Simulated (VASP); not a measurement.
Here is a VASP 6.6.1 calculation.

The input POSCAR:

```
WSe2
1.0
    3.3141127626     -0.0000000032      0.0000000000
   -1.6570563785      2.8701058450      0.0000000000
    0.0000000000      0.0000000000     30.5128648079
W Se
1 2
Direct
    0.6666666667      0.3333333333      0.4377311903
    0.3333333333      0.6666666667      0.4921554962
    0.3333333333      0.6666666667      0.3833068844
```

File INCAR.step1:

```
SYSTEM = WSe2
PREC = Accurate
ENCUT = 440
ISMEAR = 0
SIGMA = 0.02
LREAL = .False.
LASPH = .True.
NELM = 120
LDIPOL = .True.
IDIPOL = 3
DIPOL = 0.5 0.5 0.438
NBANDS = 20
GGA = PE
ALGO = Normal
EDIFF = 1E-5
LWAVE = .True.
LCHARG = .False.
GGA_COMPAT = .False.
NELMDL = -8
```

Contents of INCAR.step2:

```
SYSTEM = WSe2
PREC = Accurate
ENCUT = 440
EDIFF = 1E-6
ISMEAR = 0
SIGMA = 0.02
LREAL = .False.
LASPH = .True.
NELM = 120
ALGO = Normal
ISIF = 2
LWAVE = .False.
LCHARG = .False.
LDIPOL = .True.
IDIPOL = 3
DIPOL = 0.5 0.5 0.438
METAGGA = R2SCAN
LMIXTAU = .True.
NBANDS = 20
ISTART = 1
GGA_COMPAT = .False.
```

The input KPOINTS:

```
regular mesh
0
Gamma
  12 12 1
  0 0 0
```

Potentials or basis: VASP PAW PBE potentials, release 64 (W_sv, Se).

Command:

```bash
$ cat potpaw_PBE.64/W_sv/POTCAR potpaw_PBE.64/Se/POTCAR > POTCAR
$ cp INCAR.step1 INCAR
$ mpirun -np 1 vasp_std > vasp.out
$ cp INCAR.step2 INCAR
$ mpirun -np 1 vasp_std > vasp.out
```

(1) Predict the band gap on the k mesh.

(2) What does it give for the largest force?

Answers

(1) 1.64 eV.

(2) 0.051 eV/Å.

Caveat: the PAW data sets were made with another functional, which shifts forces and pressure a little; spin-orbit coupling is left out, which moves the levels of the heavy elements.
